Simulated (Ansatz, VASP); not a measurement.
## SnSe2: VASP beside Ansatz

```
CELL_PARAMETERS angstrom
3.84090 0.00000 0.00000
-1.92045 3.32632 0.00000
0.00000 0.00000 6.52642
ATOMIC_POSITIONS crystal
Sn 0.00000 0.00000 0.00000
Se 0.33333 0.66667 0.24113
Se 0.66667 0.33333 0.75887
```

Alike in both runs: task electric field gradients; functional r2SCAN; k mesh 8 × 8 × 4; occupations fermi-dirac, width 0.02 eV; no spin polarisation.

|  | VASP | Ansatz |
| --- | --- | --- |
| version | VASP 6.6.1 | Ansatz 0.2.0 |
| potentials or method | VASP PAW PBE potentials, release 64 (Sn_d, Se), cutoff 520 eV | all-electron PAW with datasets made for the crystal, scalar-relativistic |

Ansatz gave:

```
gap on the k mesh at the Fermi level (eV)            : 1.03
pressure (GPa)                                       : 0.0
rms of the force components (eV/Å)                   : 0.000
size of Vzz on the site where it differs most (V/Å²) : 84.7
```

Task: Estimate VASP's values.

Result: gap on the k mesh at the Fermi level (eV): 1.03; pressure (GPa): 0.0; rms of the force components (eV/Å): 0.006; size of Vzz on the site where it differs most (V/Å²): 81.8.

VASP's potentials were made for PBE, not for r2SCAN. Atom by atom the forces differ by 0.006 eV/Å (rms over components). Ansatz ran all-electron here, and VASP with PAW potentials.
